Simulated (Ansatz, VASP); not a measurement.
One calculation of AgCl, two programs

INCAR

```
  PREC = Accurate
  ENCUT = 520
  EDIFF = 1E-8
  ISMEAR = -1
  SIGMA = 0.03
  LREAL = False
  LASPH = True
  NELM = 100
  ALGO = Normal
  ISIF = 2
  LWAVE = False
  LCHARG = False
  GGA = PS
  LEFG = True
  NBANDS = 26
```

The input KPOINTS:

```
regular mesh
0
Gamma
  9 9 8
```

Contents of POSCAR:

```
AgCl
1.0
    1.8709097030     -5.5565952358      0.0000000000
    1.8709097030      5.5565952358      0.0000000000
    0.0000000000      0.0000000000      4.0025180970
Ag Cl
2 2
Direct
    0.3965554000      0.6034446000      0.7500000000
    0.6034446000      0.3965554000      0.2500000000
    0.8654487300      0.1345512700      0.2500000000
    0.1345512700      0.8654487300      0.7500000000
```

Input for Ansatz:

```yaml
crystal:
  lattice:
    - [1.870909703, -5.5565952358, 0.0]
    - [1.870909703, 5.5565952358, 0.0]
    - [0.0, 0.0, 4.002518097]
  atoms:
    - { symbol: Ag, position: [0.3965554, 0.6034446, 0.75] }
    - { symbol: Ag, position: [0.6034446, 0.3965554, 0.25] }
    - { symbol: Cl, position: [0.86544873, 0.13455127, 0.25] }
    - { symbol: Cl, position: [0.13455127, 0.86544873, 0.75] }
kpoints:
  mp_grid: { grid: [9, 9, 8] }
scf:
  occupations: { method: fermi_dirac, width: 0.03 }
hamiltonian:
  xc: pbesol
  pseudopotentials: { kind: paw }
output:
  forces: true
  stress: true
  eigenvalues: true
  efg: { contact_densities: true }
  write_density: true
  write_potential: true
  elf: true
  volumetric_format: npy
```

Change from the starting cell: zz strain of +2 %, PAW files.

Alike in both runs: task electric field gradients; functional PBEsol; k mesh 9 × 9 × 8; occupations fermi-dirac, width 0.03 eV; no spin polarisation.

|  | VASP | Ansatz |
| --- | --- | --- |
| version | VASP 6.6.1 | Ansatz 0.2.0 |
| potentials or method | VASP PAW PBE potentials, release 64 (Ag, Cl) | PAW with Ansatz's default frozen-core files, scalar-relativistic |
| plane-wave cutoff (eV) | 520 | 420 |
| valence electrons in the cell | 36 | 52 |

|  | VASP | Ansatz | Ansatz less VASP |
| --- | --- | --- | --- |
| pressure (GPa) | -4.0 | -3.9 | +0.10 |
| traceless stress, the component that is largest in VASP (GPa) | 0.84 | 0.82 | -0.024 |
| rms of the force components (eV/Å) | 0.021 | 0.019 | -0.0014 |
| size of Vzz on the site where it differs most (V/Å²) | 44.7 | 41.9 | -2.77 |

VASP's potentials were made for PBE, not for PBEsol. Atom by atom the forces differ by 0.001 eV/Å (rms over components). VASP's potentials hold 36 valence electrons a cell and Ansatz's 52, so a difference there can come from the potentials and not from the codes.
